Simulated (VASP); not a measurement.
# H5Pt (P6/mmm) in VASP: further runs, part 2 of 2

VASP 6.6.1. Earlier steps stand in the parts before.

## Step 4: Single point, PBE

This run uses another cell than the first one, of 10.04 Å³/atom.

The input, INCAR:

```
SYSTEM = H5Pt
PREC = Accurate ; ENCUT = 520
EDIFF = 1E-7 ; ISMEAR = 0
SIGMA = 0.1 ; LREAL = .False.
LASPH = .True. ; NELM = 60
ALGO = Normal ; ISIF = 2
LWAVE = .False. ; LCHARG = .False.
GGA = PE ; NBANDS = 16
```

The input, KPOINTS:

```
Automatic mesh
0
Gamma
  12 12 8
  0 0 0
```

The input, POSCAR:

```
H5Pt
1.0
    3.4461913566      0.0000000000      0.0000000000
   -1.7230956783      2.9844892611      0.0000000000
    0.0000000000      0.0000000000      5.8593127534
H Pt
5 1
Direct
    0.5000000000      0.0000000000      0.0000000000
    0.0000000000      0.5000000000      0.0000000000
    0.5000000000      0.5000000000      0.0000000000
    0.3333333333      0.6666666667      0.5000000000
    0.6666666667      0.3333333333      0.5000000000
    0.0000000000      0.0000000000      0.0000000000
```

Run with:

```console
> cat potpaw_PBE.64/H/POTCAR potpaw_PBE.64/Pt/POTCAR > POTCAR
> mpirun -np 1 vasp_std > vasp.out
```

Wall time 44 s (1 thread of Intel Xeon Platinum 8559C (Emerald Rapids), shared host); peak memory 0.24 GiB.

It converged, with:

- Free energy: -17.2508 eV
- Pressure: 0.1 GPa
- Band gap on the k mesh: zero (an odd number of electrons rules out a gap without spin polarisation)

Stress tensor (GPa, compression positive):
```
 0.16  0.00  0.00
 0.00  0.16  0.00
 0.00  0.00 -0.16
```

Levels at points of the mesh, in eV from the Fermi level:
```
           k point  band 4  band 5  band 6  band 7  band 8  band 9  band 10  band 11
(0.00, 0.00, 0.00)   -4.37   -1.82   -1.82   -0.99    1.56    4.65     9.31     9.40
(0.50, 0.00, 0.00)   -2.85   -2.24   -2.05   -1.53   -0.91    0.24     1.08     5.81
(0.00, 0.00, 0.50)   -4.32   -1.82   -1.82   -1.82    3.66    4.68     7.94     9.17
(0.50, 0.00, 0.50)   -2.85   -2.22   -2.06   -1.25   -0.53    0.25     0.28     6.44
```

Caveat: spin-orbit coupling is left out, which moves the levels of the heavy elements.

## Step 5: Single point, PBE

This run uses another cell than the first one, of 10.04 Å³/atom.

The input, INCAR:

```
ALGO = Normal
EDIFF = 1E-6
ENCUT = 520
GGA = PE
ISIF = 2
ISMEAR = 0
LASPH = T
LCHARG = T
LELF = T
LREAL = F
LVHAR = T
LWAVE = F
NBANDS = 16
NELM = 100
PREC = Accurate
SIGMA = 0.1
```

The input, KPOINTS:

```
k-points
0
Gamma
  12 12 8
```

POSCAR is that of step 4.

Potentials or basis: VASP PAW PBE potentials, release 64 (H, Pt).

Run with:

```console
> cat potpaw_PBE.64/H/POTCAR potpaw_PBE.64/Pt/POTCAR > POTCAR
> mpirun -np 1 vasp_std > vasp.out
```

OUTCAR:

```text
EDIFF = 1E-6
   ENCUT = 520
   GGA = PE
   ISIF = 2
   ISMEAR = 0
   LASPH = T
   LREAL = F
   NELM = 100
   PREC = Accurate

 ion  position               nearest neighbor table
   1  0.500  0.000  0.000-   6 1.72   6 1.72
   2  0.000  0.500  0.000-   6 1.72   6 1.72
   3  0.500  0.500  0.000-   6 1.72   6 1.72
   4  0.333  0.667  0.500-
   5  0.667  0.333  0.500-
   6  0.000  0.000  0.000-   2 1.72   3 1.72   2 1.72   3 1.72   1 1.72   1 1.72
[... 663 lines left out ...]
  --------------------------------------------------------------------------------------
  -------------------------------------------------------------------------------------
  Total        0.0584768      0.0584768     -0.0600527      0.0000000      0.0000000     -0.0000000
  in kB        1.5546683      1.5546683     -1.5965668      0.0000000      0.0000000     -0.0000000
  external PRESSURE =       0.5042566 kB  Pullay stress =       0.0000000 kB

 VOLUME and BASIS-vectors are now :
 -----------------------------------------------------------------------------
  energy-cutoff  :      520.00
  volume of cell :       60.26
      direct lattice vectors                 reciprocal lattice vectors
     3.446191357  0.000000000  0.000000000     0.290175413  0.167532853  0.000000000
    -1.723095678  2.984489261  0.000000000     0.000000000  0.335065706  0.000000000
     0.000000000  0.000000000  5.859312753     0.000000000  0.000000000  0.170668480

 POSITION                                       TOTAL-FORCE (eV/Angst)
 -----------------------------------------------------------------------------------
      1.72310      0.00000      0.00000        -0.000000      0.000000      0.000000
     -0.86155      1.49224      0.00000        -0.000000      0.000000      0.000000
      0.86155      1.49224      0.00000        -0.000000      0.000000      0.000000
     -0.00000      1.98966      2.92966         0.000000     -0.000000      0.000000
      1.72310      0.99483      2.92966        -0.000000      0.000000      0.000000
      0.00000      0.00000      0.00000        -0.000000      0.000000      0.000000
 -----------------------------------------------------------------------------------
    total drift:                               -0.000000      0.000000     -0.000000

  FREE ENERGIE OF THE ION-ELECTRON SYSTEM (eV)
  ---------------------------------------------------
  free  energy   TOTEN  =       -17.2508251804 eV

  energy  without entropy=      -17.2434356395  energy(sigma->0) =      -17.24713041
```

OSZICAR:

```text
N       E                     dE             d eps       ncg     rms          rms(c)
DAV:   1     0.452413535268E+02    0.45241E+02   -0.60239E+03  3088   0.754E+02
DAV:   2    -0.164578360090E+02   -0.61699E+02   -0.54606E+02  3800   0.154E+02
DAV:   3    -0.180502191250E+02   -0.15924E+01   -0.15839E+01  3872   0.249E+01
DAV:   4    -0.180613609083E+02   -0.11142E-01   -0.11141E-01  3920   0.209E+00
DAV:   5    -0.180615458188E+02   -0.18491E-03   -0.18491E-03  3944   0.267E-01    0.143E+01
DAV:   6    -0.173696911109E+02    0.69185E+00   -0.27615E+00  3448   0.132E+01    0.585E+00
DAV:   7    -0.172647637562E+02    0.10493E+00   -0.28100E-01  3424   0.519E+00    0.313E+00
DAV:   8    -0.172514897323E+02    0.13274E-01   -0.18456E-02  3696   0.100E+00    0.659E-01
DAV:   9    -0.172508254941E+02    0.66424E-03   -0.64328E-03  3560   0.495E-01    0.109E-01
DAV:  10    -0.172507842597E+02    0.41234E-04   -0.84167E-04  3552   0.221E-01    0.563E-02
DAV:  11    -0.172508248404E+02   -0.40581E-04   -0.72964E-05  3856   0.586E-02    0.112E-02
DAV:  12    -0.172508251804E+02   -0.33997E-06   -0.57283E-06  3720   0.146E-02
   1 F= -.17250825E+02 E0= -.17247130E+02  d E =-.738954E-02
```

stdout:

```text
POSCAR found type information on POSCAR H Pt
 POSCAR found :  2 types and       6 ions
 scaLAPACK will be used
 LDA part: xc-table for (Slater+PW92), standard interpolation
 POSCAR, INCAR and KPOINTS ok, starting setup
 FFT: planning ... GRIDC
 FFT: planning ... GRID_SOFT
 FFT: planning ... GRID
 WAVECAR not read
 entering main loop
```

Wall time 43 s (1 thread of Intel Xeon Platinum 8559C (Emerald Rapids), shared host); peak memory 0.24 GiB.

Results:

```yaml
Free_energy: -17.2508 eV
Pressure: 0.1 GPa
Band_gap_on_the_k_mesh: zero (an odd number of electrons rules out a gap without spin polarisation)
```

Levels at points of the mesh, in eV from the Fermi level:
| k point | band 4 | band 5 | band 6 | band 7 | band 8 | band 9 | band 10 | band 11 |
| --- | --- | --- | --- | --- | --- | --- | --- | --- |
| (0.00, 0.00, 0.00) | -4.37 | -1.82 | -1.82 | -0.99 | 1.56 | 4.65 | 9.31 | 9.40 |
| (0.50, 0.00, 0.00) | -2.85 | -2.24 | -2.06 | -1.53 | -0.91 | 0.24 | 1.08 | 5.81 |
| (0.00, 0.00, 0.50) | -4.32 | -1.82 | -1.82 | -1.82 | 3.66 | 4.68 | 7.94 | 9.17 |
| (0.50, 0.00, 0.50) | -2.85 | -2.22 | -2.06 | -1.25 | -0.53 | 0.25 | 0.28 | 6.44 |

Caveat: spin-orbit coupling is left out, which moves the levels of the heavy elements.

## Step 6: Relaxation of cell and atoms, PBE

The input, INCAR:

```
  PREC = Accurate
  ENCUT = 600
  EDIFF = 1E-6
  ISMEAR = 0
  SIGMA = 0.1
  LREAL = False
  LASPH = True
  NELM = 100
  ALGO = Normal
  ISIF = 3
  LWAVE = False
  LCHARG = False
  GGA = PE
  IBRION = 2
  NSW = 100
  EDIFFG = -0.01
```

The input, KPOINTS:

```
regular mesh
0
Gamma
  12 12 8
```

POSCAR: that of step 5 with these lines changed.

```diff
@@ -2,5 +2,5 @@
 1.0
-    3.4461913566      0.0000000000      0.0000000000
-   -1.7230956783      2.9844892611      0.0000000000
-    0.0000000000      0.0000000000      5.8593127534
+    3.4430837008      0.0000000000      0.0000000000
+   -1.7215418504      2.9817979523      0.0000000000
+    0.0000000000      0.0000000000      5.5875657945
 H Pt
```

Potentials or basis: VASP PAW PBE potentials, release 64 (H, Pt).

Run with:

```console
> cat potpaw_PBE.64/H/POTCAR potpaw_PBE.64/Pt/POTCAR > POTCAR
> mpirun -np 1 vasp_std > vasp.out
```

OUTCAR:

```text
PREC = Accurate
   ENCUT = 600
   EDIFF = 1E-6
   ISMEAR = 0
   LREAL = False
   LASPH = True
   NELM = 100
   ISIF = 3
   GGA = PE
   IBRION = 2
   NSW = 100
   EDIFFG = -0.01

 ion  position               nearest neighbor table
   1  0.500  0.000  0.000-   6 1.72   6 1.72
   2  0.000  0.500  0.000-   6 1.72   6 1.72
   3  0.500  0.500  0.000-   6 1.72   6 1.72
   4  0.333  0.667  0.500-
   5  0.667  0.333  0.500-
   6  0.000  0.000  0.000-   1 1.72   1 1.72   3 1.72   2 1.72   2 1.72   3 1.72

  LATTYP: Found a hexagonal cell.
 ALAT       =     3.4430837008
 C/A-ratio  =     1.6228376305

  Lattice vectors:

 A1 = (   3.4430837008,   0.0000000000,   0.0000000000)
 A2 = (  -1.7215418504,   2.9817979523,   0.0000000000)
 A3 = (   0.0000000000,   0.0000000000,   5.5875657945)

Analysis of symmetry for initial positions (statically):
=====================================================================
 Subroutine PRICEL returns:
 Original cell was already a primitive cell.

 Routine SETGRP: Setting up the symmetry group for a
 hexagonal supercell.

 Subroutine GETGRP returns: Found 24 space group operations
 (whereof 24 operations were pure point group operations)
 out of a pool of 24 trial point group operations.
[... 373 lines left out ...]
--------------------------------------- Ionic step       11  -------------------------------------------

 number of electron      14.9999997 magnetization

 Free energy of the ion-electron system (eV)
  ---------------------------------------------------
  ext. energy  EPLUGINS =         0.00000000
  ---------------------------------------------------
  free energy    TOTEN  =       -17.25059773 eV

  energy without entropy =      -17.24336281  energy(sigma->0) =      -17.24698027

 E-fermi :   0.4378     XC(G=0):  -8.4915

 val. band max:        0.4245216864   @ k =   0.3333   0.0833   0.0000
 cond. band min:       0.4383427155   @ k =   0.3333   0.0833   0.1250
 fundamental gap:      0.0138210291
 Fermi energy:         0.4377514081

 k-point     1 :       0.0000    0.0000    0.0000
  band No.  band energies     occupation
      1     -11.1418      2.00000
      2      -5.9795      2.00000
      3      -5.9795      2.00000
      4      -3.9344      2.00000
      5      -1.3687      2.00000
      6      -1.3687      2.00000
      7      -0.5175      2.00000
      8       2.0171      0.00000
      9       5.0783      0.00000
     10       9.8157      0.00000
     11       9.8157      0.00000
[... 309 lines left out ...]
 k-point    24 :       0.3333    0.0000    0.1250
  band No.  band energies     occupation
      1      -9.0838      2.00000
      2      -6.4948      2.00000
      3      -3.9140      2.00000
      4      -2.6577      2.00000
      5      -2.1954      2.00000
      6      -1.5498      2.00000
      7      -0.6926      2.00000
      8       1.4793      0.00000
      9       2.5950      0.00000
     10       3.0186      0.00000
     11       4.9219      0.00000

 [... further k-points ...]

------------------------ aborting loop because EDIFF is reached ----------------------------------------

  FORCE on cell =-STRESS in cart. coord.  units (eV):
  Direction    XX          YY          ZZ          XY          YZ          ZX
  --------------------------------------------------------------------------------------
  -------------------------------------------------------------------------------------
  Total        0.0112348      0.0112348     -0.0111280      0.0000000     -0.0000000      0.0000000
  in kB        0.3000289      0.3000289     -0.2971767      0.0000000     -0.0000000      0.0000000
  external PRESSURE =       0.1009603 kB  Pullay stress =       0.0000000 kB
[... 21 lines left out ...]
  FREE ENERGIE OF THE ION-ELECTRON SYSTEM (eV)
  ---------------------------------------------------
  free  energy   TOTEN  =       -17.2505977299 eV

  energy  without entropy=      -17.2433628133  energy(sigma->0) =      -17.24698027

 reached required accuracy - stopping structural energy minimisation
```

It took 3.5 min on 1 thread of Intel Xeon Platinum 8559C (Emerald Rapids), shared host; peak memory 0.26 GiB.

What came out:

- Free energy: -17.2506 eV
- Relaxed volume: 10.00 Å³/atom
- Relaxed cell: a = 3.449 Å, b = 3.449 Å, c = 5.825 Å, α = 90.00°, β = 90.00°, γ = 120.00°
- Space group after relaxing (to 0.1 Å): P6/mmm (No. 191)
- Energy gained by relaxing: 0.6 meV/atom
- Ionic steps: 11
- Pressure after relaxing: 0.0 GPa
- Band gap on the k mesh: zero (an odd number of electrons rules out a gap without spin polarisation)

Step by step:
```tsv
step	energy change (eV)	largest force (eV/Å)	pressure (GPa)	volume (Å³)
1	0.0000	0.0000	0.56	57.37
2	-0.0007	0.0000	0.22	57.64
3	-0.0007	0.0000	-0.08	57.87
4	-0.0007	0.0000	-0.02	57.79
5	-0.0007	0.0000	0.05	57.75
6	-0.0010	0.0000	0.08	57.84
7	-0.0018	0.0000	0.08	58.11
8	-0.0029	0.0000	0.12	58.66
9	-0.0037	0.0000	0.22	59.74
10	-0.0036	0.0000	-0.21	60.28
11	-0.0038	0.0000	0.01	59.99
```

Final structure:
```
H Pt
1.0
     3.44870    0.00000    0.00000
    -1.72435    2.98666    0.00000
     0.00000    0.00000    5.82465
H Pt
5 1
Direct
  0.50000 0.00000 0.00000
  0.00000 0.50000 0.00000
  0.50000 0.50000 0.00000
  0.33333 0.66667 0.50000
  0.66667 0.33333 0.50000
  0.00000 0.00000 0.00000
```

Caveat: spin-orbit coupling is left out, which moves the levels of the heavy elements.

## Step 7: Overview

| task | cell | k mesh | cutoff (eV) | gap on the mesh (eV) | pressure (GPa) | relaxed volume (Å³/atom) |
| --- | --- | --- | --- | --- | --- | --- |
| single point | a = 3.443, b = 3.443, c = 5.588 Å, angles 90.0, 90.0, 120.0°, 6 atoms | 6 × 6 × 4 | 520 | none | 0.2 | - |
| relaxation of cell and atoms | relaxed from a = 3.779, b = 3.779, c = 4.241 Å, angles 90.0, 90.0, 120.0°, 6 atoms | 6 × 6 × 4 | 600 | none | 0.2 | 9.46 |
| single point | a = 3.446, b = 3.446, c = 5.859 Å, angles 90.0, 90.0, 120.0°, 6 atoms | 12 × 12 × 8 | 520 | none | 0.1 | - |
| relaxation of cell and atoms | relaxed from a = 3.443, b = 3.443, c = 5.588 Å, angles 90.0, 90.0, 120.0°, 6 atoms | 12 × 12 × 8 | 600 | none | 0.0 | 10.00 |

Alike in all rows: level PBE; potentials or basis VASP PAW PBE potentials, release 64 (H, Pt); no spin polarisation; smearing gaussian 0.1 eV.

Caveats: some runs use coarse meshes; spin-orbit coupling is left out, which moves the levels of the heavy elements; a cell axis changed by over 15 % at a fixed basis, so the end point is rough (at least some runs).

Total energies depend on the potentials used, so only differences within one code and one set of settings carry meaning.
